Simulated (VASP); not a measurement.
# Be2AlI (P6/mmm) in VASP: further runs, part 2 of 2

VASP 6.6.1.

## Step 3: Relaxation of cell and atoms, PBE

This run uses another cell than the first one, of 27.91 Å³/atom, 1.036 times its volume.

INCAR

```
SYSTEM = Be2AlI
  PREC = Accurate
  ENCUT = 600
  EDIFF = 1E-7
  ISMEAR = 0
  SIGMA = 0.1
  LREAL = .FALSE.
  LASPH = .TRUE.
  NELM = 100
  ALGO = Normal
  ISIF = 3
  LWAVE = .FALSE.
  LCHARG = .FALSE.
  GGA = PE
  IBRION = 2
  NSW = 100
  EDIFFG = -0.01
```

KPOINTS

```
Automatic mesh
0
G
  12 12 8
  0 0 0
```

POSCAR

```
Be2AlI
1.0
    4.5477694257      0.0000000000      0.0000000000
   -2.2738847128      3.9384838532      0.0000000000
    0.0000000000      0.0000000000      6.2338048117
Be Al I
2 1 1
Direct
    0.3333333333      0.6666666667      0.5000000000
    0.6666666667      0.3333333333      0.5000000000
    0.0000000000      0.0000000000      0.0000000000
    0.0000000000      0.0000000000      0.5000000000
```

Potentials or basis: VASP PAW PBE potentials, release 64 (Be, Al, I).

The run is started by

```
$ cat potpaw_PBE.64/Be/POTCAR potpaw_PBE.64/Al/POTCAR potpaw_PBE.64/I/POTCAR > POTCAR
$ mpirun -np 1 vasp_std > vasp.out
```

OUTCAR:

```text
SYSTEM = Be2AlI
   PREC = Accurate
   ENCUT = 600
   EDIFF = 1E-7
   ISMEAR = 0
   LREAL = .FALSE.
   LASPH = .TRUE.
   NELM = 100
   ISIF = 3
   GGA = PE
   IBRION = 2
   NSW = 100
   EDIFFG = -0.01

 ion  position               nearest neighbor table
   1  0.333  0.667  0.500-   4 2.63   4 2.63   4 2.63
   2  0.667  0.333  0.500-   4 2.63   4 2.63   4 2.63
   3  0.000  0.000  0.000-   4 3.12   4 3.12
   4  0.000  0.000  0.500-   1 2.63   2 2.63   1 2.63   2 2.63   2 2.63   1 2.63   3 3.12   3 3.12

  LATTYP: Found a hexagonal cell.
 ALAT       =     4.5477694257
 C/A-ratio  =     1.3707389773

  Lattice vectors:

 A1 = (   4.5477694257,   0.0000000000,   0.0000000000)
 A2 = (  -2.2738847128,   3.9384838532,   0.0000000000)
 A3 = (   0.0000000000,   0.0000000000,   6.2338048117)

Analysis of symmetry for initial positions (statically):
=====================================================================
 Subroutine PRICEL returns:
 Original cell was already a primitive cell.

 Routine SETGRP: Setting up the symmetry group for a
 hexagonal supercell.

 Subroutine GETGRP returns: Found 24 space group operations
 (whereof 24 operations were pure point group operations)
 out of a pool of 24 trial point group operations.

The static configuration has the point symmetry D_6h.

Analysis of symmetry for dynamics (positions and initial velocities):
=====================================================================
 Subroutine PRICEL returns:
 Original cell was already a primitive cell.

 Routine SETGRP: Setting up the symmetry group for a
 hexagonal supercell.

 Subroutine GETGRP returns: Found 24 space group operations
 (whereof 24 operations were pure point group operations)
 out of a pool of 24 trial point group operations.

The dynamic configuration has the point symmetry D_6h.

 Subroutine INISYM returns: Found 24 space group operations
 (whereof 24 operations are pure point group operations),
 and found     1 'primitive' translations

----------------------------------------------------------------------------------------

                                     Primitive cell

  volume of cell :     111.6557

  direct lattice vectors                    reciprocal lattice vectors
     4.547769426  0.000000000  0.000000000     0.219888017  0.126952406  0.000000000
    -2.273884713  3.938483853  0.000000000     0.000000000  0.253904811  0.000000000
     0.000000000  0.000000000  6.233804812     0.000000000  0.000000000  0.160415674

  length of vectors
     4.547769426  4.547769426  6.233804812     0.253904811  0.253904811  0.160415674

  position of ions in fractional coordinates (direct lattice)
     0.333333333  0.666666667  0.500000000
     0.666666667  0.333333333  0.500000000
     0.000000000  0.000000000  0.000000000
     0.000000000  0.000000000  0.500000000

  ion indices of the primitive-cell ions
   primitive index   ion index
                 1           1
                 2           2
                 3           3
                 4           4

----------------------------------------------------------------------------------------

 KPOINTS: Automatic mesh

Automatic generation of k-mesh.
[... 50 lines left out ...]
   total plane-waves  NPLWV =  64800
   dimension x,y,z NGX =    36 NGY =   36 NGZ =   50
   dimension x,y,z NGXF=    72 NGYF=   72 NGZF=  100
   ions per type =               2   1   1
   NGX,Y,Z   is equivalent  to a cutoff of  13.16, 13.16, 13.33 a.u.
   NGXF,Y,Z  is equivalent  to a cutoff of  26.32, 26.32, 26.67 a.u.
 SYSTEM =  Be2AlI
   PREC   = accura    normal or accurate (medium, high low for compatibility)
   ISTART =      0    job   : 0-new  1-cont  2-samecut
   ICHARG =      2    charge: 1-file 2-atom 10-const
   ISPIN  =      1    spin polarized calculation?
   LNONCOLLINEAR =      F non collinear calculations
   LSORBIT =      F    spin-orbit coupling
   LASPH  =      T    aspherical Exc in radial PAW
   ENCUT  =  600.0 eV  44.10 Ry    6.64 a.u.   9.08  9.08 12.45*2*pi/ulx,y,z
   NELM   =    100;   NELMIN=  2; NELMDL= -5     # of ELM steps
   EDIFF  = 0.1E-06   stopping-criterion for ELM
   LREAL  =      F    real-space projection
   EDIFFG = -.1E-01   stopping-criterion for IOM
   NSW    =    100    number of steps for IOM
   IBRION =      2    ionic relax: 0-MD 1-quasi-New 2-CG
   NFREE  =      1    steps in history (QN), initial steepest desc. (CG)
   ISIF   =      3    stress and relaxation
   ISYM   =      2    0-nonsym 1-usesym 2-fastsym
   POTIM  = 0.5000    time-step for ionic-motion
   TEBEG  =    0.0;   TEEND  =   0.0 temperature during run
   PSTRESS=    0.0 pullay stress
   NELECT =      14.0000    total number of electrons
   NUPDOWN=      -1.0000    fix difference up-down
   EMIN   =  10.00;   EMAX   =-10.00  energy-range for DOS
   EFERMI =   0.00;   METHOD = LEGACY
   ISMEAR =     0;   SIGMA  =   0.10  broadening in eV -4-tet -1-fermi 0-gaus
   EFERMI_NEDOS =   21; number of points for ismear=-14 and -15
   IALGO  =     38    algorithm
   IMIX   =      4    mixing-type and parameters
     AMIX     =   0.40;   BMIX     =  1.00
     AMIX_MAG =   1.60;   BMIX_MAG =  1.00
  volume/ion in A,a.u.               =      27.91       188.37
  Fermi-wavevector in a.u.,A,eV,Ry     =   0.819390  1.548422  9.134949  0.671400
  Thomas-Fermi vector in A             =   1.930186
   LORBIT       =      0    0 simple, 1 ext, 2 COOP (PROOUT), +10 PAW based schemes
   GGA     = PE    functional components
   LHFCALC =     F    Hartree Fock is set to
   AEXX    =    0.0000 exact exchange contribution
   IVDW    =     0    specifies the selected vdW correction
   LEPSILON=     F    determine dielectric tensor
   LRPA    =     F    only Hartree local field effects (RPA)
 conjugate gradient relaxation of ions
 non-spin polarized calculation
 Gauss-broadening in eV      SIGMA  =   0.10
  energy-cutoff  :      600.00
  volume of cell :      111.66
 maximum number of plane-waves:      3753
   NGX = 19   NGY = 19   NGZ = 25

--------------------------------------- Ionic step        1  -------------------------------------------

 number of electron      14.0000001 magnetization

 Free energy of the ion-electron system (eV)
  ---------------------------------------------------
  ext. energy  EPLUGINS =         0.00000000
  ---------------------------------------------------
  free energy    TOTEN  =        -6.71674680 eV

  energy without entropy =       -6.70422717  energy(sigma->0) =       -6.71048699

------------------------ aborting loop because EDIFF is reached ----------------------------------------

  FORCE on cell =-STRESS in cart. coord.  units (eV):
  Direction    XX          YY          ZZ          XY          YZ          ZX
  --------------------------------------------------------------------------------------
  -------------------------------------------------------------------------------------
  Total       -1.0015407     -1.0015407      0.0029354     -0.0000000      0.0000000     -0.0000000
  in kB      -14.3713808    -14.3713808      0.0421210     -0.0000000      0.0000000     -0.0000000
  external PRESSURE =      -9.5668802 kB  Pullay stress =       0.0000000 kB
[... 139 lines left out ...]
--------------------------------------- Ionic step        5  -------------------------------------------

 number of electron      13.9999999 magnetization

 Free energy of the ion-electron system (eV)
  ---------------------------------------------------
  ext. energy  EPLUGINS =         0.00000000
  ---------------------------------------------------
  free energy    TOTEN  =        -6.73500290 eV

  energy without entropy =       -6.72218435  energy(sigma->0) =       -6.72859363

 E-fermi :   3.4677     XC(G=0):  -7.9833

 val. band max:        3.4499823585   @ k =   0.4167   0.1667   0.0000
 cond. band min:       3.4689135577   @ k =   0.2500   0.2500   0.1250
 fundamental gap:      0.0189311992
 Fermi energy:         3.4677213084

 k-point     1 :       0.0000    0.0000    0.0000
  band No.  band energies     occupation
      1     -12.1061      2.00000
      2      -2.5041      2.00000
      3      -1.7606      2.00000
      4      -1.7606      2.00000
      5      -1.1653      2.00000
      6       1.2244      2.00000
      7       2.6296      2.00000
      8       2.6296      2.00000
      9       5.5079      0.00000
     10       6.5053      0.00000
     11       6.8700      0.00000
[... 309 lines left out ...]
 k-point    24 :       0.3333   -0.0000    0.1250
  band No.  band energies     occupation
      1     -11.8682      2.00000
      2      -3.9694      2.00000
      3      -2.5770      2.00000
      4      -2.2118      2.00000
      5      -0.1250      2.00000
      6       1.6831      2.00000
      7       3.3007      1.98179
      8       4.5067      0.00000
      9       5.4800      0.00000
     10       5.5694      0.00000
     11       6.0232      0.00000

 [... further k-points ...]
[... 5 lines left out ...]
  --------------------------------------------------------------------------------------
  -------------------------------------------------------------------------------------
  Total        0.0046300      0.0046300     -0.0250978      0.0000000      0.0000000      0.0000000
  in kB        0.0688898      0.0688898     -0.3734298      0.0000000      0.0000000      0.0000000
  external PRESSURE =      -0.0785501 kB  Pullay stress =       0.0000000 kB
[... 19 lines left out ...]
  FREE ENERGIE OF THE ION-ELECTRON SYSTEM (eV)
  ---------------------------------------------------
  free  energy   TOTEN  =        -6.7350029021 eV

  energy  without entropy=       -6.7221843503  energy(sigma->0) =       -6.72859363

 reached required accuracy - stopping structural energy minimisation
```

Run time: 3.6 min. Hardware: 1 thread of AMD EPYC 9R45 (Zen 5), shared host; peak memory 0.36 GiB.

Results:

```yaml
Free_energy: -6.7350 eV
Relaxed_volume: 26.92 Å³/atom
Relaxed_cell: a = 4.467 Å, b = 4.467 Å, c = 6.231 Å, α = 90.00°, β = 90.00°, γ = 120.00°
Space_group_after_relaxing_to_0.05_Å: P6/mmm (No. 191)
Energy_gained_by_relaxing: 4.6 meV/atom
Ionic_steps: 5
Pressure_after_relaxing: 0.0 GPa
Band_gap_on_the_k_mesh: zero (band 7 reaches 4.03 eV, above the bottom of band 8 at 2.63 eV)
```

Step by step:
| step | energy change (eV) | largest force (eV/Å) | pressure (GPa) | volume (Å³) |
| --- | --- | --- | --- | --- |
| 1 | 0.0000 | 0.0000 | -0.96 | 111.66 |
| 2 | -0.0164 | 0.0000 | -0.34 | 108.98 |
| 3 | -0.0182 | 0.0000 | -0.04 | 107.82 |
| 4 | -0.0182 | 0.0000 | -0.02 | 107.75 |
| 5 | -0.0183 | 0.0000 | -0.01 | 107.68 |

Final structure:
```yaml
crystal:
  lattice:
    - [4.46726, 0.00000, 0.00000]
    - [-2.23363, 3.86876, 0.00000]
    - [0.00000, 0.00000, 6.23050]
  atoms:
    - { symbol: Be, position: [0.33333, 0.66667, 0.50000] }
    - { symbol: Be, position: [0.66667, 0.33333, 0.50000] }
    - { symbol: Al, position: [0.00000, 0.00000, 0.00000] }
    - { symbol: I, position: [0.00000, 0.00000, 0.50000] }
```

Levels at points of the mesh, in eV from the Fermi level:
| k point | band 5 | band 6 | band 7 | band 8 | band 9 | band 10 |
| --- | --- | --- | --- | --- | --- | --- |
| (0.00, 0.00, 0.00) | -4.63 | -2.24 | -0.84 | -0.84 | 2.04 | 3.04 |
| (0.50, 0.00, 0.00) | -3.59 | -1.90 | -0.21 | -0.17 | 2.51 | 2.84 |
| (0.00, 0.00, 0.50) | -2.33 | -2.27 | -0.82 | -0.82 | 0.57 | 1.80 |
| (0.50, 0.00, 0.50) | -1.86 | -1.62 | -1.40 | 1.31 | 1.84 | 2.31 |

Caveat: spin-orbit coupling is left out, which moves the levels of the heavy elements.

## Step 4: Single point, PBE

This run uses another cell than the first one, of 27.91 Å³/atom, 1.036 times its volume.

INCAR

```
SYSTEM = Be2AlI
  PREC = Accurate
  ENCUT = 520
  EDIFF = 1E-6
  ISMEAR = 0
  SIGMA = 0.1
  LREAL = .FALSE.
  LASPH = .TRUE.
  NELM = 100
  ALGO = Normal
  ISIF = 2
  LWAVE = .FALSE.
  LCHARG = .TRUE.
  GGA = PE
  LELF = .TRUE.
  LVHAR = .TRUE.
  NBANDS = 15
```

KPOINTS

```
regular mesh
0
G
  6 6 4
  0 0 0
```

POSCAR is that of step 3.

The run is started by

```
$ cat potpaw_PBE.64/Be/POTCAR potpaw_PBE.64/Al/POTCAR potpaw_PBE.64/I/POTCAR > POTCAR
$ mpirun -np 1 vasp_std > vasp.out
```

It took 21 s on 1 thread of AMD EPYC 9R45 (Zen 5), shared host; peak memory 0.22 GiB.

The run converged. Its results:

- Free energy: -6.7440 eV
- Pressure: 0.0 GPa
- Band gap on the k mesh: zero (band 7 reaches 3.62 eV, above the bottom of band 8 at 2.55 eV)

Stress tensor (GPa, compression positive):
```
0.00 0.00 0.00
0.00 0.00 0.00
0.00 0.00 0.11
```

Levels at points of the mesh, in eV from the Fermi level:
```
           k point  band 3  band 4  band 5  band 6  band 7  band 8  band 9  band 10  band 11  band 12
(0.00, 0.00, 0.00)   -5.03   -5.03   -4.59   -2.31   -0.66   -0.66    1.99     2.86     3.22     3.22
(0.50, 0.00, 0.00)   -5.97   -5.15   -3.63   -1.84   -0.11   -0.06    2.40     2.84     3.90     4.23
(0.00, 0.00, 0.50)   -5.01   -5.01   -2.40   -2.16   -0.64   -0.64    0.67     1.72     2.67     2.67
(0.50, 0.00, 0.50)   -5.99   -5.95   -1.80   -1.52   -1.38    1.33    1.74     2.29     2.82     3.44
```

Caveat: spin-orbit coupling is left out, which moves the levels of the heavy elements.

## Step 5: Relaxation of cell and atoms, PBE

This run uses another cell than the first one, of 23.12 Å³/atom, 0.858 times its volume.

INCAR

```
SYSTEM = Be2AlI
ALGO = Normal ; EDIFF = 1E-6
EDIFFG = -0.04 ; ENCUT = 600
GGA = PE ; IBRION = 2
ISIF = 3 ; ISMEAR = 0
LASPH = .True. ; LCHARG = .False.
LREAL = .False. ; LWAVE = .False.
NELM = 100 ; NSW = 90
PREC = Accurate ; SIGMA = 0.1
```

KPOINTS

```
k-points
0
Gamma
  6 6 4
  0 0 0
```

POSCAR

```
Be2AlI
1.0
    4.7649227400      0.0000000000      0.0000000000
   -2.3824613700      4.1265441400      0.0000000000
    0.0000000000      0.0000000000      4.7038504900
Be Al I
2 1 1
Direct
    0.3333333300      0.6666666700      0.5000000000
    0.6666666700      0.3333333300      0.5000000000
    0.0000000000      0.0000000000      0.0000000000
    0.0000000000      0.0000000000      0.5000000000
```

The run is started by

```
$ cat potpaw_PBE.64/Be/POTCAR potpaw_PBE.64/Al/POTCAR potpaw_PBE.64/I/POTCAR > POTCAR
$ mpirun -np 1 vasp_std > vasp.out
```

Wall time 89 s (1 thread of AMD EPYC 9R45 (Zen 5), shared host); peak memory 0.24 GiB.

It converged, with:

| Quantity | Value |
| --- | --- |
| Free energy | -6.7432 eV |
| Relaxed volume | 27.92 Å³/atom |
| Relaxed cell | a = 4.549 Å, b = 4.549 Å, c = 6.230 Å, α = 90.00°, β = 90.00°, γ = 120.00° |
| Space group after relaxing (to 0.05 Å) | P6/mmm (No. 191) |
| Energy gained by relaxing | 507.2 meV/atom |
| Ionic steps | 9 |
| Pressure after relaxing | 0.0 GPa |
| Band gap on the k mesh | zero (band 7 reaches 3.62 eV, above the bottom of band 8 at 2.55 eV) |

Stress tensor (GPa, compression positive):
```
-0.03  0.00  0.00
 0.00 -0.03  0.00
 0.00  0.00  0.14
```

Step by step:
| step | energy change (eV) | largest force (eV/Å) | pressure (GPa) | volume (Å³) |
| --- | --- | --- | --- | --- |
| 1 | 0.0000 | 0.0000 | 8.20 | 92.49 |
| 2 | -1.9684 | 0.0000 | 0.96 | 106.49 |
| 3 | -2.0115 | 0.0000 | 0.77 | 107.94 |
| 4 | -2.0090 | 0.0000 | 0.71 | 110.69 |
| 5 | -2.0229 | 0.0000 | 0.68 | 109.46 |
| 6 | -2.0233 | 0.0000 | 0.68 | 109.17 |
| 7 | -2.0283 | 0.0000 | 0.16 | 111.04 |
| 8 | -2.0284 | 0.0000 | 0.05 | 111.41 |
| 9 | -2.0288 | 0.0000 | 0.02 | 111.66 |

Final structure:
```
CELL_PARAMETERS angstrom
4.54934 0.00000 0.00000
-2.27467 3.93985 0.00000
0.00000 0.00000 6.22996
ATOMIC_POSITIONS crystal
Be 0.33333 0.66667 0.50000
Be 0.66667 0.33333 0.50000
Al 0.00000 0.00000 0.00000
I 0.00000 0.00000 0.50000
```

Levels at points of the mesh, in eV from the Fermi level:
```csv
k point,band 5,band 6,band 7,band 8,band 9,band 10
"(0.00, 0.00, 0.00)",-4.58,-2.32,-0.66,-0.66,1.99,2.85
"(0.50, 0.00, 0.00)",-3.63,-1.84,-0.11,-0.05,2.40,2.84
"(0.00, 0.00, 0.50)",-2.40,-2.15,-0.64,-0.64,0.67,1.72
"(0.50, 0.00, 0.50)",-1.81,-1.52,-1.37,1.34,1.74,2.29
```

Caveat: the volume moved by over 15 % at a fixed basis, so the end points are rough; spin-orbit coupling is left out, which moves the levels of the heavy elements.

## Step 6: The runs side by side

| task | cell | k mesh | cutoff (eV) | gap on the mesh (eV) | pressure (GPa) | relaxed volume (Å³/atom) |
| --- | --- | --- | --- | --- | --- | --- |
| single point | a = 4.469, b = 4.469, c = 6.231 Å, angles 90.0, 90.0, 120.0°, 4 atoms | 12 × 12 × 8 | 520 | none | 0.0 | - |
| relaxation of cell and atoms | relaxed from a = 4.548, b = 4.548, c = 6.234 Å, angles 90.0, 90.0, 120.0°, 4 atoms | 12 × 12 × 8 | 600 | none | 0.0 | 26.92 |
| single point | a = 4.548, b = 4.548, c = 6.234 Å, angles 90.0, 90.0, 120.0°, 4 atoms | 6 × 6 × 4 | 520 | none | 0.0 | - |
| relaxation of cell and atoms | relaxed from a = 4.765, b = 4.765, c = 4.704 Å, angles 90.0, 90.0, 120.0°, 4 atoms | 6 × 6 × 4 | 600 | none | 0.0 | 27.92 |

Alike in all rows: level PBE; potentials or basis VASP PAW PBE potentials, release 64 (Be, Al, I); no spin polarisation; smearing gaussian 0.1 eV.

Caveats: spin-orbit coupling is left out, which moves the levels of the heavy elements; the volume moved by over 15 % at a fixed basis, so the end points are rough (some runs).

Absolute energies hang on the potentials; compare differences alone.
